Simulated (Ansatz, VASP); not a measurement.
## Zr2N in VASP and in Ansatz

Contents of INCAR:

```
  ALGO = Normal
  EDIFF = 1E-6
  ENCUT = 520
  GGA = PS
  ISIF = 2
  ISMEAR = 0
  LASPH = T
  LCHARG = F
  LREAL = F
  LWAVE = F
  NBANDS = 38
  NELM = 100
  PREC = Accurate
  SIGMA = 0.15
```

The input KPOINTS:

```
k-points
0
Gamma
  10 10 16
```

File POSCAR:

```
Zr2N
1.0
    5.6689843049      0.0000000000      0.0000000000
    0.0000000000      5.6689843049      0.0000000000
    0.0000000000      0.0000000000      2.9365805841
Zr N
4 2
Direct
    0.2962523428      0.2962523428      0.0000000000
    0.7037476572      0.7037476572      0.0000000000
    0.7962523428      0.2037476572      0.5000000000
    0.2037476572      0.7962523428      0.5000000000
    0.0000000000      0.0000000000      0.0000000000
    0.5000000000      0.5000000000      0.5000000000
```

Input for Ansatz:

```yaml
crystal:
  lattice:
    - [5.6689843049, 0.0, 0.0]
    - [0.0, 5.6689843049, 0.0]
    - [0.0, 0.0, 2.9365805841]
  atoms:
    - { symbol: Zr, position: [0.2962523428, 0.2962523428, 0.0] }
    - { symbol: Zr, position: [0.7037476572, 0.7037476572, 0.0] }
    - { symbol: Zr, position: [0.7962523428, 0.2037476572, 0.5] }
    - { symbol: Zr, position: [0.2037476572, 0.7962523428, 0.5] }
    - { symbol: "N", position: [0.0, 0.0, 0.0] }
    - { symbol: "N", position: [0.5, 0.5, 0.5] }
basis:
  ecutwfc: 420
kpoints:
  mp_grid: { grid: [10, 10, 16] }
hamiltonian:
  xc: pbesol
scf:
  occupations: { method: gaussian, width: 0.15 }
output:
  forces: true
  stress: true
  eigenvalues: true
```

Alike in both runs: task single point; functional PBEsol; k mesh 10 × 10 × 16; occupations gaussian, width 0.15 eV; no spin polarisation.

|  | VASP | Ansatz |
| --- | --- | --- |
| version | VASP 6.6.1 | Ansatz 0.2.0 |
| potentials or method | VASP PAW PBE potentials, release 64 (Zr_sv, N), cutoff 520 eV | scalar-relativistic, plane waves, PAW |
| valence electrons in the cell | 58 | 58 |

|  | VASP | Ansatz | Ansatz less VASP |
| --- | --- | --- | --- |
| gap on the k mesh at the Fermi level (eV) | none | none | - |
| pressure (GPa) | 2.8 | 2.6 | -0.26 |
| traceless stress, the component that is largest in VASP (GPa) | 29.39 | 29.35 | -0.035 |
| rms of the force components (eV/Å) | 0.011 | 0.018 | +0.0071 |

VASP's potentials were made for PBE, not for PBEsol. Atom by atom the forces differ by 0.007 eV/Å (rms over components). A gap of «none» marks a metal or a gap that the smearing closes. The functional is the same, so the differences come from potentials, cutoffs and numerics.
